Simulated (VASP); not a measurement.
Crystal: Ni2N.

```
Ni N
1.0
     0.00000    2.99021    2.99021
     2.99021    0.00000    2.99021
     2.99021    2.99021    0.00000
Ni N
4 2
Direct
  0.62500 0.62500 0.62500
  0.12500 0.62500 0.62500
  0.62500 0.62500 0.12500
  0.62500 0.12500 0.62500
  0.00000 0.00000 0.00000
  0.25000 0.25000 0.25000
```

| Item | Value |
| --- | --- |
| Program | VASP 6.6.1 |
| Task | relaxation of cell and atoms |
| Functional | PBE |
| Potentials or basis | VASP PAW PBE potentials, release 64 (Ni, N) |
| Cutoff | 600 eV |
| k mesh | 6 × 6 × 6 |
| Occupations | gaussian, width 0.1 eV |
| Spin | no spin polarisation |

At the start: pressure 53.0 GPa; volume 8.91 Å³/atom.

Task: Where does the relaxation end?

Result: Over 4 steps the energy falls by 283.6 meV/atom and the volume is 10.99 Å³/atom (+23.3 %); space group Fd-3m (No. 227, to 0.05 Å).

Step by step:
| step | energy change (eV) | largest force (eV/Å) | pressure (GPa) | volume (Å³) |
| --- | --- | --- | --- | --- |
| 1 | 0.0000 | 0.0000 | 52.98 | 53.47 |
| 2 | -0.7275 | 0.0000 | -19.18 | 79.68 |
| 3 | -1.7011 | 0.0000 | -0.61 | 66.22 |
| 4 | -1.7015 | 0.0000 | 0.16 | 65.94 |

Final structure:
```xyz
6
Lattice="0.0000 3.2066 3.2066 3.2066 0.0000 3.2066 3.2066 3.2066 0.0000" Properties=species:S:1:pos:R:3 pbc="T T T"
Ni    4.0083    4.0083    4.0083
Ni    4.0083    2.4050    2.4050
Ni    2.4050    2.4050    4.0083
Ni    2.4050    4.0083    2.4050
N     0.0000    0.0000    0.0000
N     1.6033    1.6033    1.6033
```

Caveat: the volume moved by over 15 % at a fixed basis, so the end points are rough; the run has no spin polarisation, though such a crystal can be magnetic.
